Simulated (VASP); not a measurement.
# ZnSe (P6_3/mmc) in VASP: notebook

The runs below take ZnSe through single point, with PBE, LDA, r2SCAN.

Everything below comes from runs of VASP 6.6.1. Logs are shortened: lines on timing, memory, paths and dates and some standing lists are left out, and cuts for length are marked.

## (1) The cell of the first run

It takes space group P6_3/mmc (No. 194, hexagonal). Conventional cell: a = 4.151 Å, b = 4.151 Å, c = 6.175 Å, α = 90.00°, β = 90.00°, γ = 120.00°. Zn (site symmetry -6m2) has 5 Se at 2.40 to 3.09 Å within 3.2 Å. Within 3.2 Å of Se (site symmetry -6m2) lie 5 Zn at 2.40 to 3.09 Å.

## (2) Single point, PBE

Contents of INCAR:

```
SYSTEM = ZnSe
  PREC = Accurate
  ENCUT = 520
  EDIFF = 1E-6
  ISMEAR = 0
  SIGMA = 0.01
  LREAL = .False.
  LASPH = .True.
  NELM = 100
  ALGO = Normal
  ISIF = 2
  LWAVE = .False.
  LCHARG = .False.
  GGA = PE
  NBANDS = 26
```

Contents of KPOINTS:

```
Automatic mesh
0
Gamma
  6 6 2
  0 0 0
```

Contents of POSCAR:

```
ZnSe
1.0
    4.1513888412      0.0000000000      0.0000000000
   -2.0756944206      3.5952081974      0.0000000000
    0.0000000000      0.0000000000      6.1747441704
Zn Se
2 2
Direct
    0.3333333333      0.6666666667      0.2500000000
    0.6666666667      0.3333333333      0.7500000000
    0.6666666667      0.3333333333      0.2500000000
    0.3333333333      0.6666666667      0.7500000000
```

Potentials or basis: VASP PAW PBE potentials, release 64 (Zn, Se).

Command:

```bash
> cat potpaw_PBE.64/Zn/POTCAR potpaw_PBE.64/Se/POTCAR > POTCAR
> mpirun -np 1 vasp_std > vasp.out
```

OUTCAR:

```text
SYSTEM = ZnSe
   PREC = Accurate
   ENCUT = 520
   EDIFF = 1E-6
   ISMEAR = 0
   LREAL = .False.
   LASPH = .True.
   NELM = 100
   ISIF = 2
   GGA = PE

 ion  position               nearest neighbor table
   1  0.333  0.667  0.250-   3 2.40   3 2.40   3 2.40
   2  0.667  0.333  0.750-   4 2.40   4 2.40   4 2.40
   3  0.667  0.333  0.250-   1 2.40   1 2.40   1 2.40
   4  0.333  0.667  0.750-   2 2.40   2 2.40   2 2.40

  LATTYP: Found a hexagonal cell.
 ALAT       =     4.1513888412
 C/A-ratio  =     1.4873923900

  Lattice vectors:

 A1 = (   4.1513888412,   0.0000000000,   0.0000000000)
 A2 = (  -2.0756944206,   3.5952081974,   0.0000000000)
 A3 = (   0.0000000000,   0.0000000000,   6.1747441704)

Analysis of symmetry for initial positions (statically):
=====================================================================
 Subroutine PRICEL returns:
 Original cell was already a primitive cell.

 Routine SETGRP: Setting up the symmetry group for a
 hexagonal supercell.

 Subroutine GETGRP returns: Found 24 space group operations
 (whereof 12 operations were pure point group operations)
 out of a pool of 24 trial point group operations.

The static configuration has the point symmetry D_3d.
 The point group associated with its full space group is D_6h.

Analysis of symmetry for dynamics (positions and initial velocities):
=====================================================================
 Subroutine PRICEL returns:
 Original cell was already a primitive cell.

 Routine SETGRP: Setting up the symmetry group for a
 hexagonal supercell.

 Subroutine GETGRP returns: Found 24 space group operations
 (whereof 12 operations were pure point group operations)
 out of a pool of 24 trial point group operations.

The dynamic configuration has the point symmetry D_3d.
 The point group associated with its full space group is D_6h.

 Subroutine INISYM returns: Found 24 space group operations
 (whereof 12 operations are pure point group operations),
 and found     1 'primitive' translations

----------------------------------------------------------------------------------------

                                     Primitive cell

  volume of cell :      92.1587

  direct lattice vectors                    reciprocal lattice vectors
     4.151388841  0.000000000  0.000000000     0.240883241  0.139074004  0.000000000
    -2.075694421  3.595208197  0.000000000     0.000000000  0.278148008  0.000000000
     0.000000000  0.000000000  6.174744170     0.000000000  0.000000000  0.161950029

  length of vectors
     4.151388841  4.151388841  6.174744170     0.278148008  0.278148008  0.161950029

  position of ions in fractional coordinates (direct lattice)
     0.333333333  0.666666667  0.250000000
     0.666666667  0.333333333  0.750000000
     0.666666667  0.333333333  0.250000000
     0.333333333  0.666666667  0.750000000

  ion indices of the primitive-cell ions
   primitive index   ion index
                 1           1
                 2           2
                 3           3
                 4           4

----------------------------------------------------------------------------------------

 KPOINTS: Automatic mesh

Automatic generation of k-mesh.
 Grid dimensions read from file:
 generate k-points for:    6    6    2

 Generating k-lattice:

  Cartesian coordinates                     Fractional coordinates (reciprocal lattice)
     0.040147207  0.023179001  0.000000000     0.166666667  0.000000000  0.000000000
     0.000000000  0.046358001  0.000000000     0.000000000  0.166666667  0.000000000
     0.000000000  0.000000000  0.080975015     0.000000000  0.000000000  0.500000000

  Length of vectors
     0.046358001  0.046358001  0.080975015

  Shift w.r.t. Gamma in fractional coordinates (k-lattice)
     0.000000000  0.000000000  0.000000000

 Subroutine IBZKPT returns following result:
 ===========================================

 Found     14 irreducible k-points:

 Following reciprocal coordinates:
            Coordinates               Weight
  0.000000  0.000000  0.000000      1.000000
  0.166667  0.000000  0.000000      6.000000
  0.333333  0.000000  0.000000      6.000000
  0.500000  0.000000  0.000000      3.000000
  0.166667  0.166667  0.000000      6.000000
  0.333333  0.166667  0.000000     12.000000
  0.333333  0.333333  0.000000      2.000000
  0.000000  0.000000  0.500000      1.000000
  0.166667  0.000000  0.500000      6.000000
  0.333333  0.000000  0.500000      6.000000
  0.500000  0.000000  0.500000      3.000000
  0.166667  0.166667  0.500000      6.000000
  0.333333  0.166667  0.500000     12.000000
  0.333333  0.333333  0.500000      2.000000
   k-points           NKPTS =     14   k-points in BZ     NKDIM =     14   number of bands    NBANDS=     26
   number of dos      NEDOS =    301   number of ions     NIONS =      4
   total plane-waves  NPLWV =  49152
   dimension x,y,z NGX =    32 NGY =   32 NGZ =   48
   dimension x,y,z NGXF=    64 NGYF=   64 NGZF=   96
   ions per type =               2   2
   NGX,Y,Z   is equivalent  to a cutoff of  12.81, 12.81, 12.92 a.u.
   NGXF,Y,Z  is equivalent  to a cutoff of  25.63, 25.63, 25.85 a.u.
 SYSTEM =  ZnSe
   PREC   = accura    normal or accurate (medium, high low for compatibility)
   ISTART =      0    job   : 0-new  1-cont  2-samecut
   ICHARG =      2    charge: 1-file 2-atom 10-const
   ISPIN  =      1    spin polarized calculation?
   LNONCOLLINEAR =      F non collinear calculations
   LSORBIT =      F    spin-orbit coupling
   LASPH  =      T    aspherical Exc in radial PAW
   ENCUT  =  520.0 eV  38.22 Ry    6.18 a.u.   7.72  7.72 11.48*2*pi/ulx,y,z
   NELM   =    100;   NELMIN=  2; NELMDL= -5     # of ELM steps
   EDIFF  = 0.1E-05   stopping-criterion for ELM
   LREAL  =      F    real-space projection
   EDIFFG = 0.1E-04   stopping-criterion for IOM
   NSW    =      0    number of steps for IOM
   IBRION =     -1    ionic relax: 0-MD 1-quasi-New 2-CG
   NFREE  =      0    steps in history (QN), initial steepest desc. (CG)
   ISIF   =      2    stress and relaxation
   ISYM   =      2    0-nonsym 1-usesym 2-fastsym
   POTIM  = 0.5000    time-step for ionic-motion
   TEBEG  =    0.0;   TEEND  =   0.0 temperature during run
   PSTRESS=    0.0 pullay stress
   NELECT =      36.0000    total number of electrons
   NUPDOWN=      -1.0000    fix difference up-down
   EMIN   =  10.00;   EMAX   =-10.00  energy-range for DOS
   EFERMI =   0.00;   METHOD = LEGACY
   ISMEAR =     0;   SIGMA  =   0.01  broadening in eV -4-tet -1-fermi 0-gaus
   EFERMI_NEDOS =   21; number of points for ismear=-14 and -15
   IALGO  =     38    algorithm
   IMIX   =      4    mixing-type and parameters
     AMIX     =   0.40;   BMIX     =  1.00
     AMIX_MAG =   1.60;   BMIX_MAG =  1.00
  volume/ion in A,a.u.               =      23.04       155.48
  Fermi-wavevector in a.u.,A,eV,Ry     =   1.196732  2.261495 19.485817  1.432167
  Thomas-Fermi vector in A             =   2.332665
   LORBIT       =      0    0 simple, 1 ext, 2 COOP (PROOUT), +10 PAW based schemes
   GGA     = PE    functional components
   LHFCALC =     F    Hartree Fock is set to
   AEXX    =    0.0000 exact exchange contribution
   IVDW    =     0    specifies the selected vdW correction
   LEPSILON=     F    determine dielectric tensor
   LRPA    =     F    only Hartree local field effects (RPA)
 non-spin polarized calculation
 Gauss-broadening in eV      SIGMA  =   0.01
  energy-cutoff  :      520.00
  volume of cell :       92.16
 maximum number of plane-waves:      2525
 NGX is ok and might be reduce to    32
   NGX = 15   NGY = 15   NGZ = 23

 number of electron      35.9999988 magnetization

 Free energy of the ion-electron system (eV)
  ---------------------------------------------------
  ext. energy  EPLUGINS =         0.00000000
  ---------------------------------------------------
  free energy    TOTEN  =       -11.27836975 eV

  energy without entropy =      -11.27836975  energy(sigma->0) =      -11.27836975

 E-fermi :   2.0009     XC(G=0):  -9.2766

 val. band max:        1.9025022185   @ k =   0.0000   0.0000   0.0000
 cond. band min:       2.2286328398   @ k =   0.0000   0.0000   0.0000
 fundamental gap:      0.3261306213
 Fermi energy:         2.0009448896

 k-point     1 :       0.0000    0.0000    0.0000
  band No.  band energies     occupation
      1     -11.6426      2.00000
      2     -10.7836      2.00000
      3      -5.2446      2.00000
      4      -5.2446      2.00000
      5      -5.2251      2.00000
      6      -5.2251      2.00000
[... 18 lines left out ...]
     25       9.4145      0.00000
     26      10.4224      0.00000

 k-point     2 :       0.1667    0.0000    0.0000
  band No.  band energies     occupation
      1     -11.4915      2.00000
      2     -10.7067      2.00000
      3      -5.2297      2.00000
      4      -5.2156      2.00000
      5      -5.1920      2.00000
      6      -5.1686      2.00000
[... 18 lines left out ...]
     25       9.0063      0.00000
     26       9.9641      0.00000

 k-point     3 :       0.3333    0.0000    0.0000
  band No.  band energies     occupation
      1     -11.1282      2.00000
      2     -10.5785      2.00000
      3      -5.1528      2.00000
      4      -5.1189      2.00000
      5      -5.0753      2.00000
      6      -5.0466      2.00000
[... 18 lines left out ...]
     25       9.6702      0.00000
     26       9.9148      0.00000

 k-point     4 :       0.5000    0.0000    0.0000
  band No.  band energies     occupation
      1     -10.8757      2.00000
      2     -10.5647      2.00000
      3      -5.0156      2.00000
      4      -5.0115      2.00000
      5      -5.0067      2.00000
      6      -4.9786      2.00000
[... 18 lines left out ...]
     25      10.4962      0.00000
     26      10.5223      0.00000

 k-point     5 :       0.1667    0.1667    0.0000
  band No.  band energies     occupation
      1     -11.2310      2.00000
      2     -10.6043      2.00000
      3      -5.1852      2.00000
      4      -5.1801      2.00000
      5      -5.0944      2.00000
      6      -5.0650      2.00000
[... 18 lines left out ...]
     25       9.7349      0.00000
     26      10.3367      0.00000

 k-point     6 :       0.3333    0.1667    0.0000
  band No.  band energies     occupation
      1     -10.8847      2.00000
      2     -10.5596      2.00000
      3      -5.0841      2.00000
      4      -5.0668      2.00000
      5      -4.9728      2.00000
      6      -4.9515      2.00000
[... 18 lines left out ...]
     25       9.4477      0.00000
     26      11.6697      0.00000

 k-point     7 :       0.3333    0.3333    0.0000
  band No.  band energies     occupation
      1     -10.6553      2.00000
      2     -10.6553      2.00000
      3      -5.0263      2.00000
      4      -5.0263      2.00000
      5      -4.9633      2.00000
      6      -4.9345      2.00000
[... 18 lines left out ...]
     25       9.7065      0.00000
     26       9.7065      0.00000

 k-point     8 :       0.0000    0.0000    0.5000
  band No.  band energies     occupation
      1     -11.2409      2.00000
      2     -11.2409      2.00000
      3      -5.2410      2.00000
      4      -5.2410      2.00000
      5      -5.2410      2.00000
      6      -5.2410      2.00000
[... 18 lines left out ...]
     25       8.0809      0.00000
     26       8.0809      0.00000

 k-point     9 :       0.1667    0.0000    0.5000
  band No.  band energies     occupation
      1     -11.1190      2.00000
      2     -11.1190      2.00000
      3      -5.2310      2.00000
      4      -5.2310      2.00000
      5      -5.1867      2.00000
      6      -5.1867      2.00000
[... 18 lines left out ...]
     25       8.0611      0.00000
     26       8.0611      0.00000

 k-point    10 :       0.3333    0.0000    0.5000
  band No.  band energies     occupation
      1     -10.8521      2.00000
      2     -10.8521      2.00000
      3      -5.1458      2.00000
      4      -5.1458      2.00000
      5      -5.0676      2.00000
      6      -5.0676      2.00000
[... 18 lines left out ...]
     25      10.0211      0.00000
     26      10.0211      0.00000

 k-point    11 :       0.5000    0.0000    0.5000
  band No.  band energies     occupation
      1     -10.7046      2.00000
      2     -10.7046      2.00000
      3      -5.0159      2.00000
      4      -5.0159      2.00000
      5      -5.0015      2.00000
      6      -5.0015      2.00000
[... 18 lines left out ...]
     25      11.0705      0.00000
     26      11.0705      0.00000

 k-point    12 :       0.1667    0.1667    0.5000
  band No.  band energies     occupation
      1     -10.9226      2.00000
      2     -10.9226      2.00000
      3      -5.1930      2.00000
      4      -5.1930      2.00000
      5      -5.0870      2.00000
      6      -5.0870      2.00000
[... 18 lines left out ...]
     25       9.8001      0.00000
     26       9.8001      0.00000

 k-point    13 :       0.3333    0.1667    0.5000
  band No.  band energies     occupation
      1     -10.7074      2.00000
      2     -10.7074      2.00000
      3      -5.0813      2.00000
      4      -5.0813      2.00000
      5      -4.9757      2.00000
      6      -4.9757      2.00000
[... 18 lines left out ...]
     25      10.1683      0.00000
     26      10.1683      0.00000

 k-point    14 :       0.3333    0.3333    0.5000
  band No.  band energies     occupation
      1     -10.6332      2.00000
      2     -10.6332      2.00000
      3      -5.0324      2.00000
      4      -5.0324      2.00000
      5      -4.9517      2.00000
      6      -4.9517      2.00000
[... 18 lines left out ...]
     25       9.4700      0.00000
     26       9.4700      0.00000

------------------------ aborting loop because EDIFF is reached ----------------------------------------

  FORCE on cell =-STRESS in cart. coord.  units (eV):
  Direction    XX          YY          ZZ          XY          YZ          ZX
  --------------------------------------------------------------------------------------
  -------------------------------------------------------------------------------------
  Total        1.5557193      1.5557193      0.8205727      0.0000000      0.0000000      0.0000000
  in kB       27.0461470     27.0461470     14.2656394      0.0000000      0.0000000      0.0000000
  external PRESSURE =      22.7859778 kB  Pullay stress =       0.0000000 kB

 VOLUME and BASIS-vectors are now :
 -----------------------------------------------------------------------------
  energy-cutoff  :      520.00
  volume of cell :       92.16
      direct lattice vectors                 reciprocal lattice vectors
     4.151388841  0.000000000  0.000000000     0.240883241  0.139074004  0.000000000
    -2.075694421  3.595208197  0.000000000     0.000000000  0.278148008  0.000000000
     0.000000000  0.000000000  6.174744170     0.000000000  0.000000000  0.161950029

 POSITION                                       TOTAL-FORCE (eV/Angst)
 -----------------------------------------------------------------------------------
     -0.00000      2.39681      1.54369        -0.000000     -0.000000      0.000000
      2.07569      1.19840      4.63106         0.000000      0.000000      0.000000
      2.07569      1.19840      1.54369         0.000000     -0.000000      0.000000
     -0.00000      2.39681      4.63106        -0.000000      0.000000      0.000000
 -----------------------------------------------------------------------------------
    total drift:                               -0.000000      0.000000      0.000000

  FREE ENERGIE OF THE ION-ELECTRON SYSTEM (eV)
  ---------------------------------------------------
  free  energy   TOTEN  =       -11.2783697474 eV

  energy  without entropy=      -11.2783697474  energy(sigma->0) =      -11.27836975
```

It took 26 s on 1 thread of Intel Xeon Platinum 8488C (Sapphire Rapids), shared host; peak memory 0.21 GiB.

What came out:

```yaml
Free_energy: -11.2784 eV
Pressure: 2.3 GPa
Band_gap_on_the_k_mesh: 0.33 eV, direct
```

Stress tensor (GPa, compression positive):
```
2.70 0.00 0.00
0.00 2.70 0.00
0.00 0.00 1.43
```

Levels at points of the mesh, in eV from the valence-band top:
| k point | band 16 | band 17 | band 18 | band 19 | band 20 | band 21 |
| --- | --- | --- | --- | --- | --- | --- |
| (0.00, 0.00, 0.00) | -0.71 | -0.71 | 0.00 | 0.33 | 0.84 | 4.93 |
| (0.50, 0.00, 0.00) | -2.73 | -1.84 | -1.32 | 1.75 | 3.17 | 4.99 |
| (0.00, 0.00, 0.50) | -1.13 | -1.13 | -1.13 | 1.56 | 1.56 | 5.29 |
| (0.50, 0.00, 0.50) | -2.43 | -0.94 | -0.94 | 2.74 | 2.74 | 3.71 |

Caveat: the k points lie up to 0.51 Å⁻¹ apart.

(Part 1 of 2 ends here.)
